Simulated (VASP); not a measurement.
EuO, 2 atoms in the cell. The structure is cubic, space group Fm-3m (No. 225). Conventional cell: a = 5.144 Å, b = 5.144 Å, c = 5.144 Å, α = 90.00°, β = 90.00°, γ = 90.00°. Eu (site symmetry m-3m) has 6 O at 2.57 Å within 3.4 Å. Within 3.4 Å of O (site symmetry m-3m) lie 6 Eu at 2.57 Å. 

```yaml
Program: VASP 6.6.1
Task: single point
Functional: PBE
Potentials_or_basis: VASP PAW PBE potentials, release 64 (Eu, O)
Cutoff: 600 eV
k_mesh: 6 × 6 × 6
Occupations: fermi-dirac, width 0.2 eV
Spin: collinear spin, ferromagnetic start
Starting_moments: "[9.1, 0.0] μB"
Dipole_correction: no
Further_INCAR_settings: ALGO = Normal; EDIFF = 1e-06; NBANDS = 22
```

Potentials or basis: VASP PAW PBE potentials, release 64 (Eu, O).

Run with:

```console
$ cat potpaw_PBE.64/Eu/POTCAR potpaw_PBE.64/O/POTCAR > POTCAR
$ mpirun -np 1 vasp_std > vasp.out
```

Hardware: 1 thread of Intel(R) Xeon(R) 6975P-C (Granite Rapids), with other jobs on the host.

Problem. Estimate the wall time of this run.

Solution. It took 25 s on 1 thread of Intel(R) Xeon(R) 6975P-C (Granite Rapids), with other jobs on the host, peak memory 0.21 GiB. Counts: scf iterations 16, k points 16.
